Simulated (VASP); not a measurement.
Here is a VASP 6.6.1 calculation.

Contents of INCAR:

```
ALGO = Normal ; EDIFF = 1E-6
EDIFFG = -0.005 ; ENCUT = 600
GGA = PS ; IBRION = 2
ISIF = 3 ; ISMEAR = 0
LASPH = True ; LCHARG = False
LREAL = False ; LWAVE = False
NELM = 60 ; NSW = 100
PREC = Accurate ; SIGMA = 0.02
```

KPOINTS

```
k-points
0
Gamma
  6 6 6
```

POSCAR

```
BaZrO3
1.0
    4.2123871500      0.0000000000      0.0000000000
    0.0000000000      4.2123871500      0.0000000000
    0.0000000000      0.0000000000      4.2123871500
Ba Zr O
1 1 3
Direct
    0.0000000000      0.0000000000      0.0000000000
    0.5000000000      0.5000000000      0.5000000000
    0.5000000000      0.0000000000      0.5000000000
    0.5000000000      0.5000000000      0.0000000000
    0.0000000000      0.5000000000      0.5000000000
```

Potentials or basis: VASP PAW PBE potentials, release 64 (Ba_sv, Zr_sv, O).

Command:

```sh
$ cat potpaw_PBE.64/Ba_sv/POTCAR potpaw_PBE.64/Zr_sv/POTCAR potpaw_PBE.64/O/POTCAR > POTCAR
$ mpirun -np 1 vasp_std > vasp.out
```

(1) Predict the relaxed cell.

(2) Estimate the relaxed volume.

(3) What does it give for the band gap on the k mesh?

(4) Predict the space group after relaxing (to 0.05 Å).

Results:

(1) a = 4.189 Å, b = 4.189 Å, c = 4.189 Å, α = 90.00°, β = 90.00°, γ = 90.00°.

(2) 14.71 Å³/atom.

(3) 3.11 eV, indirect (least direct gap 3.33 eV).

(4) Pm-3m (No. 221).

Caveat: the PAW data sets were made with another functional, which shifts forces and pressure a little; spin-orbit coupling is left out, which moves the levels of the heavy elements.
